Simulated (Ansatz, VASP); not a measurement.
# Two plane-wave programs on SrCl2

```
Sr Cl
1.0
     2.45672    1.41839    4.02977
    -2.45672    1.41839    4.02977
     0.00000   -2.83678    4.02977
Sr Cl
1 2
Direct
  0.00000 0.00000 0.00000
  0.24972 0.24972 0.24972
  0.75028 0.75028 0.75028
```

Change from the starting cell: uniaxial_z strain +0.4%.

Alike in both runs: task single point; functional r2SCAN; k mesh 6 × 6 × 6; no spin polarisation.

|  | VASP | Ansatz |
| --- | --- | --- |
| version | VASP 6.6.1 | Ansatz 0.2.0 |
| potentials or method | VASP PAW PBE potentials, release 64 (Sr_sv, Cl) | plane waves, PAW |
| plane-wave cutoff (eV) | 520 | 500 |
| occupations | gaussian, width 0.01 eV | fixed |
| valence electrons in the cell | 24 | 24 |

```csv
,VASP,Ansatz,Ansatz less VASP
gap on the k mesh at the Fermi level (eV),5.99,5.99,-0.001
pressure (GPa),0.6,0.6,-0.05
"traceless stress, the component that is largest in VASP (GPa)",-0.06,-0.06,+0.001
```

VASP's potentials were made for PBE, not for r2SCAN.
